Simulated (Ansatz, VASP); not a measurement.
## SiC in VASP and in Ansatz

```xyz
12
Lattice="1.5474 -2.6802 0.0000 1.5474 2.6802 0.0000 0.0000 0.0000 15.1865" Properties=species:S:1:pos:R:3 pbc="T T T"
Si    1.5474    1.7868   13.0256
Si    1.5474   -1.7868    5.4323
Si    1.5474    0.0000    7.9650
Si    1.5474    0.0000    0.3718
Si    1.5474   -1.7868   10.4971
Si    1.5474    1.7868    2.9039
C     1.5474    0.0000    9.8687
C     1.5474    0.0000    2.2755
C     1.5474    1.7868   14.9236
C     1.5474   -1.7868    7.3304
C     1.5474   -1.7868   12.3953
C     1.5474    1.7868    4.8020
```

Alike in both runs: task relaxation of cell and atoms; functional PBE; dispersion D3(BJ); k mesh 12 × 12 × 2; occupations gaussian, width 0.02 eV; no spin polarisation.

|  | VASP | Ansatz |
| --- | --- | --- |
| version | VASP 6.6.1 | Ansatz 0.2.0 |
| potentials or method | VASP PAW PBE potentials, release 64 (Si, C), cutoff 600 eV | scalar-relativistic, plane waves, PAW |
| valence electrons in the cell | 48 | 48 |

|  | VASP | Ansatz | Ansatz less VASP |
| --- | --- | --- | --- |
| gap on the k mesh at the Fermi level, each at its own relaxed structure (eV) | 2.02 | 2.03 | +0.002 |
| relaxed volume (Å³/atom) | 10.27 | 10.28 | +0.010 |
| relaxed length of the cell vector where the two differ most in proportion (Å) | 3.072 | 3.073 | +0.0011 |

Ansatz's warnings: near symmetry operations not taken.
